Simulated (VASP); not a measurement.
Wanted: the native input for a VASP 6.6.1 run.

```yaml
Task: relaxation of cell and atoms
Functional: PBE
Potentials_or_basis: VASP PAW PBE potentials, release 64 (Ag)
Cutoff: 600 eV
k_mesh: 18 × 18 × 18
Occupations: fermi-dirac, width 0.15 eV
Spin: no spin polarisation
Dipole_correction: no
Further_INCAR_settings: ALGO = Fast; EDIFF = 1e-06; IBRION = 2; EDIFFG = -0.001; NSW = 80; ISIF = 3
```

The structure of Ag lies in POSCAR:

```
Ag
1.0
    0.0000000000      2.0740987789      2.0740987789
    2.0740987789      0.0000000000      2.0740987789
    2.0740987789      2.0740987789      0.0000000000
Ag
1
Direct
    0.0000000000      0.0000000000      0.0000000000
```

The input as run:

INCAR

```
ALGO = Fast
EDIFF = 1E-6
EDIFFG = -0.001
ENCUT = 600
GGA = PE
IBRION = 2
ISIF = 3
ISMEAR = -1
LASPH = True
LCHARG = False
LREAL = False
LWAVE = False
NELM = 80
NSW = 80
PREC = Accurate
SIGMA = 0.15
```

KPOINTS

```
k-points
0
Gamma
  18 18 18
```

Potentials or basis: VASP PAW PBE potentials, release 64 (Ag).

Command:

```bash
$ cat potpaw_PBE.64/Ag/POTCAR > POTCAR
$ mpirun -np 1 vasp_std > vasp.out
```

It gave:

```
Relaxed volume                         : 17.82 Å³/atom
Relaxed cell                           : a = 2.932 Å, b = 2.932 Å, c = 2.932 Å, α = 60.00°, β = 60.00°, γ = 60.00°
Space group after relaxing (to 0.05 Å) : Fm-3m (No. 225)
Energy gained by relaxing              : 0.0 meV/atom
Ionic steps                            : 5
Pressure after relaxing                : 0.0 GPa
```

Run time: 33 s on 1 thread of Intel(R) Xeon(R) Platinum 8488C (Sapphire Rapids), with other jobs on the host, peak memory 0.17 GiB.
